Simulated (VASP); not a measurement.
# ZnS (P6_3mc) in VASP: further runs, part 2 of 2

VASP 6.6.1. Earlier steps stand in the parts before.

## (5) Single point, PBEsol (film at in-plane strain -0.005)

INCAR

```
  PREC = Accurate
  ENCUT = 520
  EDIFF = 1E-7
  ISMEAR = 0
  SIGMA = 0.01
  LREAL = False
  LASPH = True
  NELM = 80
  ALGO = Normal
  ISIF = 2
  LWAVE = False
  LCHARG = True
  GGA = PS
  LELF = True
  LVHAR = True
  NBANDS = 26
```

KPOINTS

```
regular mesh
0
Gamma
  6 6 4
```

POSCAR

```
ZnS
1.0
    3.7626702135      0.0000000000      0.0000000000
   -1.8813351067      3.2585679909      0.0000000000
    0.0000000000      0.0000000000      6.2266746015
Zn S
2 2
Direct
    0.3333333333      0.6666666667      0.0062352880
    0.6666666667      0.3333333333      0.5062352880
    0.3333333333      0.6666666667      0.3787647120
    0.6666666667      0.3333333333      0.8787647120
```

Potentials or basis: VASP PAW PBE potentials, release 64 (Zn, S).

Command:

```sh
cat potpaw_PBE.64/Zn/POTCAR potpaw_PBE.64/S/POTCAR > POTCAR
mpirun -np 1 vasp_std > vasp.out
```

OUTCAR:

```text
PREC = Accurate
   ENCUT = 520
   EDIFF = 1E-7
   ISMEAR = 0
   LREAL = False
   LASPH = True
   NELM = 80
   ISIF = 2
   GGA = PS

 ion  position               nearest neighbor table
   1  0.333  0.667  0.006-   4 2.31   4 2.31   4 2.31   3 2.32
   2  0.667  0.333  0.506-   3 2.31   3 2.31   3 2.31   4 2.32
   3  0.333  0.667  0.379-   2 2.31   2 2.31   2 2.31   1 2.32
   4  0.667  0.333  0.879-   1 2.31   1 2.31   1 2.31   2 2.32

  LATTYP: Found a hexagonal cell.
[... 804 lines left out ...]
  FORCE on cell =-STRESS in cart. coord.  units (eV):
  Direction    XX          YY          ZZ          XY          YZ          ZX
  --------------------------------------------------------------------------------------
  -------------------------------------------------------------------------------------
  Total        0.5008198      0.5008198      0.1016875      0.0000000      0.0000000      0.0000000
  in kB       10.5102479     10.5102479      2.1340223      0.0000000      0.0000000      0.0000000
  external PRESSURE =       7.7181727 kB  Pullay stress =       0.0000000 kB

 VOLUME and BASIS-vectors are now :
 -----------------------------------------------------------------------------
  energy-cutoff  :      520.00
  volume of cell :       76.34
      direct lattice vectors                 reciprocal lattice vectors
     3.762670213  0.000000000  0.000000000     0.265768708  0.153441635  0.000000000
    -1.881335107  3.258567991  0.000000000     0.000000000  0.306883270  0.000000000
     0.000000000  0.000000000  6.226674602     0.000000000  0.000000000  0.160599367

 POSITION                                       TOTAL-FORCE (eV/Angst)
 -----------------------------------------------------------------------------------
     -0.00000      2.17238      0.03883        -0.000000      0.000000     -0.000205
      1.88134      1.08619      3.15216         0.000000     -0.000000     -0.000205
     -0.00000      2.17238      2.35844         0.000000      0.000000      0.000205
      1.88134      1.08619      5.47178         0.000000      0.000000      0.000205
 -----------------------------------------------------------------------------------
    total drift:                               -0.000000     -0.000000     -0.001133

  FREE ENERGIE OF THE ION-ELECTRON SYSTEM (eV)
  ---------------------------------------------------
  free  energy   TOTEN  =       -15.1607174683 eV

  energy  without entropy=      -15.1607174683  energy(sigma->0) =      -15.16071747
```

OSZICAR:

```text
N       E                     dE             d eps       ncg     rms          rms(c)
DAV:   1     0.242500747504E+03    0.24250E+03   -0.16782E+04  1092   0.166E+03
DAV:   2     0.798394271127E+01   -0.23452E+03   -0.22329E+03  1148   0.350E+02
DAV:   3    -0.154332877061E+02   -0.23417E+02   -0.23190E+02  1314   0.111E+02
DAV:   4    -0.159736976680E+02   -0.54041E+00   -0.53927E+00  1290   0.169E+01
DAV:   5    -0.159819351672E+02   -0.82375E-02   -0.82356E-02  1302   0.208E+00    0.101E+01
DAV:   6    -0.151721833351E+02    0.80975E+00   -0.17736E+00  1440   0.407E+01    0.768E+00
DAV:   7    -0.151712615378E+02    0.92180E-03   -0.12676E+00  1152   0.690E+00    0.332E+00
DAV:   8    -0.151611000322E+02    0.10162E-01   -0.30781E-02  1386   0.175E+00    0.882E-01
DAV:   9    -0.151605190762E+02    0.58096E-03   -0.10628E-02  1472   0.148E+00    0.220E-01
DAV:  10    -0.151606012415E+02   -0.82165E-04   -0.53423E-04  1330   0.321E-01    0.115E-01
DAV:  11    -0.151607168464E+02   -0.11560E-03   -0.18333E-04  1134   0.952E-02    0.460E-02
DAV:  12    -0.151607156426E+02    0.12038E-05   -0.86925E-06  1360   0.611E-02    0.929E-03
DAV:  13    -0.151607177271E+02   -0.20845E-05   -0.43291E-06  1142   0.103E-02    0.326E-03
DAV:  14    -0.151607174654E+02    0.26169E-06   -0.44228E-07  1356   0.936E-03    0.221E-03
DAV:  15    -0.151607174683E+02   -0.28667E-08   -0.14815E-07   694   0.231E-03
   1 F= -.15160717E+02 E0= -.15160717E+02  d E =-.141662E-14
```

stdout:

```text
POSCAR found type information on POSCAR ZnS
 POSCAR found :  2 types and       4 ions
 scaLAPACK will be used
 -----------------------------------------------------------------------------
|                                                                             |
|                                                                             |
|     You enforced a specific xc type in the INCAR file but a different       |
|     I HOPE YOU KNOW WHAT YOU ARE DOING!                                     |
|                                                                             |
 -----------------------------------------------------------------------------

 LDA part: xc-table for (Slater+PW92), standard interpolation
 POSCAR, INCAR and KPOINTS ok, starting setup
 FFT: planning ... GRIDC
 FFT: planning ... GRID_SOFT
 FFT: planning ... GRID
 WAVECAR not read
 entering main loop
```

It took 36 s on 1 thread of Intel Xeon Platinum 8259CL at 2.50GHz (Skylake/Cascade Lake), shared host; peak memory 0.2 GiB.

What came out:

```
Free energy            : -15.1607 eV
Pressure               : 0.8 GPa
Band gap on the k mesh : 2.17 eV, direct
```

Stress tensor (GPa, compression positive):
```
1.05 0.00 0.00
0.00 1.05 0.00
0.00 0.00 0.21
```

Levels at points of the mesh, in eV from the valence-band top:
| k point | band 15 | band 16 | band 17 | band 18 | band 19 | band 20 | band 21 | band 22 |
| --- | --- | --- | --- | --- | --- | --- | --- | --- |
| (0.00, 0.00, 0.00) | -0.93 | -0.14 | 0.00 | 0.00 | 2.17 | 3.10 | 6.22 | 6.22 |
| (0.50, 0.00, 0.00) | -3.49 | -2.36 | -1.85 | -0.94 | 3.54 | 4.19 | 4.90 | 6.78 |
| (0.00, 0.00, 0.50) | -0.49 | -0.49 | -0.49 | -0.49 | 3.55 | 3.55 | 6.69 | 6.69 |
| (0.50, 0.00, 0.50) | -1.78 | -1.78 | -1.71 | -1.71 | 3.38 | 3.38 | 5.08 | 5.08 |

Caveat: the cell differs from its parent crystal (film at in-plane strain -0.005); the PAW data sets were made with another functional, which shifts forces and pressure a little.

## (6) Single point, PBEsol

This run uses another cell than the first one, of 19.22 Å³/atom, 1.014 times its volume.

INCAR

```
ALGO     = Normal         # electronic algorithm
EDIFF    = 1E-7           # SCF threshold, eV
ENCUT    = 520            # plane-wave cutoff, eV
GGA      = PS             # functional
ISIF     = 2              # what is computed and relaxed
ISMEAR   = 0              # smearing method
LASPH    = True           # aspherical terms in the spheres
LCHARG   = False          # write CHGCAR
LREAL    = False          # projectors in reciprocal space
LWAVE    = False          # write WAVECAR
NBANDS   = 26             # bands
NELM     = 60             # most SCF steps
PREC     = Accurate       # precision mode
SIGMA    = 0.01           # smearing width, eV
```

KPOINTS

```
k-points
0
Gamma
  6 6 4
```

POSCAR

```
ZnS
1.0
    3.7815781040      0.0000000000      0.0000000000
   -1.8907890520      3.2749427044      0.0000000000
    0.0000000000      0.0000000000      6.2089610126
Zn S
2 2
Direct
    0.3333333333      0.6666666667      0.0054423634
    0.6666666667      0.3333333333      0.5054423634
    0.3333333333      0.6666666667      0.3795576366
    0.6666666667      0.3333333333      0.8795576366
```

Potentials or basis: VASP PAW PBE potentials, release 64 (Zn, S).

Command:

```sh
cat potpaw_PBE.64/Zn/POTCAR potpaw_PBE.64/S/POTCAR > POTCAR
mpirun -np 1 vasp_std > vasp.out
```

It took 34 s on 1 thread of Intel Xeon Platinum 8259CL at 2.50GHz (Skylake/Cascade Lake), shared host; peak memory 0.2 GiB.

Results (log left out):

```
Free energy            : -15.1637 eV
Pressure               : 0.2 GPa
Band gap on the k mesh : 2.16 eV, direct
```

Forces on the atoms (eV/Å):
```
Zn   0.000  0.000  0.002
Zn   0.000  0.000  0.002
S    0.000  0.000 -0.002
S    0.000  0.000 -0.002
```

Stress tensor (GPa, compression positive):
```
0.24 0.00 0.00
0.00 0.24 0.00
0.00 0.00 0.16
```

Levels at points of the mesh, in eV from the valence-band top:
| k point | band 15 | band 16 | band 17 | band 18 | band 19 | band 20 | band 21 | band 22 |
| --- | --- | --- | --- | --- | --- | --- | --- | --- |
| (0.00, 0.00, 0.00) | -0.94 | -0.09 | 0.00 | 0.00 | 2.16 | 3.03 | 6.20 | 6.20 |
| (0.50, 0.00, 0.00) | -3.43 | -2.35 | -1.80 | -0.93 | 3.52 | 4.20 | 4.96 | 6.80 |
| (0.00, 0.00, 0.50) | -0.49 | -0.49 | -0.49 | -0.49 | 3.51 | 3.51 | 6.67 | 6.67 |
| (0.50, 0.00, 0.50) | -1.72 | -1.72 | -1.69 | -1.69 | 3.41 | 3.41 | 5.10 | 5.10 |

Caveat: the PAW data sets were made with another functional, which shifts forces and pressure a little. A hybrid or GW would open this gap; PBEsol tends to underestimate it.

## (7) Overview

| cell | gap on the mesh (eV) | pressure (GPa) | largest force (eV/Å) |
| --- | --- | --- | --- |
| a = 3.744, b = 3.744, c = 6.246 Å, angles 90.0, 90.0, 120.0°, 4 atoms | 2.18 | 1.4 | 0.12 |
| a = 3.763, b = 3.763, c = 6.227 Å, angles 90.0, 90.0, 120.0°, 4 atoms | 2.17 | 0.8 | - |
| a = 3.763, b = 3.763, c = 6.228 Å, angles 90.0, 90.0, 120.0°, 4 atoms | 2.17 | 0.8 | 0.06 |
| a = 3.782, b = 3.782, c = 6.209 Å, angles 90.0, 90.0, 120.0°, 4 atoms | 2.16 | 0.2 | - |

Some of these runs hold the atoms at other places in the same cell, which the table doesn't show; runs alike in all that it shows share one row.

Alike in all rows: task single point; level PBEsol; potentials or basis VASP PAW PBE potentials, release 64 (Zn, S); no spin polarisation; k mesh 6 × 6 × 4; cutoff (eV) 520; smearing gaussian 0.01 eV.

Caveats: the PAW data sets were made with another functional, which shifts forces and pressure a little.

Absolute energies hang on the potentials; compare differences alone.
